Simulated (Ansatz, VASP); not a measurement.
# GaP: VASP beside Ansatz

The input POSCAR:

```
GaP
1.0
    3.5965004571      0.0000000000      0.0000000000
   -1.7982502286      3.1146607606      0.0000000000
    0.0000000000      0.0000000000      6.0305309388
Ga P
2 2
Direct
    0.0000000000      0.0000000000      0.0000000000
    0.0000000000      0.0000000000      0.5000000000
    0.3333333333      0.6666666667      0.2500000000
    0.6666666667      0.3333333333      0.7500000000
```

File INCAR.step1:

```
SYSTEM = GaP
ALGO = Normal
EDIFF = 1E-5
ENCUT = 520
GGA = PE
ISIF = 2
ISMEAR = -1
LASPH = .TRUE.
LCHARG = .FALSE.
LREAL = .FALSE.
LWAVE = .TRUE.
NBANDS = 26
NELM = 60
PREC = Accurate
SIGMA = 0.02
```

The input INCAR.step2:

```
SYSTEM = GaP
ALGO = Normal
EDIFF = 1E-6
ENCUT = 520
GGA = PE
HFSCREEN = 0.2079
ISIF = 2
ISMEAR = -1
ISTART = 1
LASPH = .TRUE.
LCHARG = .FALSE.
LHFCALC = .TRUE.
LREAL = .FALSE.
LWAVE = .FALSE.
NBANDS = 26
NELM = 60
PREC = Accurate
PRECFOCK = Normal
SIGMA = 0.02
```

KPOINTS

```
k-points
0
G
  6 6 2
  0 0 0
```

Input for Ansatz:

```yaml
crystal:
  lattice:
    - [3.5965004571, 0.0, 0.0]
    - [-1.7982502286, 3.1146607606, 0.0]
    - [0.0, 0.0, 6.0305309388]
  atoms:
    - { symbol: Ga, position: [0.0, 0.0, 0.0] }
    - { symbol: Ga, position: [0.0, 0.0, 0.5] }
    - { symbol: P, position: [0.3333333333, 0.6666666667, 0.25] }
    - { symbol: P, position: [0.6666666667, 0.3333333333, 0.75] }
kpoints:
  mp_grid: { grid: [6, 6, 2] }
hamiltonian:
  xc: hse06
scf:
  occupations: { method: fermi_dirac, width: 0.02 }
  n_extra_bands: 5
output:
  forces: true
  stress: true
  eigenvalues: true
  write_density: true
  write_potential: true
  elf: true
  volumetric_format: npy
```

Alike in both runs: task single point; functional HSE06; k mesh 6 × 6 × 2; occupations fermi-dirac, width 0.02 eV; no spin polarisation.

|  | VASP | Ansatz |
| --- | --- | --- |
| version | VASP 6.6.1 | Ansatz 0.2.0 |
| potentials or method | VASP PAW PBE potentials, release 64 (Ga_d, P) | plane waves, PAW |
| plane-wave cutoff (eV) | 520 | 420 |
| valence electrons in the cell | 36 | 36 |

|  | VASP | Ansatz | Ansatz less VASP |
| --- | --- | --- | --- |
| pressure (GPa) | -0.6 | -0.6 | 0.00 |
| traceless stress, the component that is largest in VASP (GPa) | -0.46 | -0.41 | +0.046 |

Ansatz's warnings: filled band counts differ across k points, stress exchange threshold loose, stress scf threshold loose.

The k mesh is coarse, so the values compare programs but aren't converged.
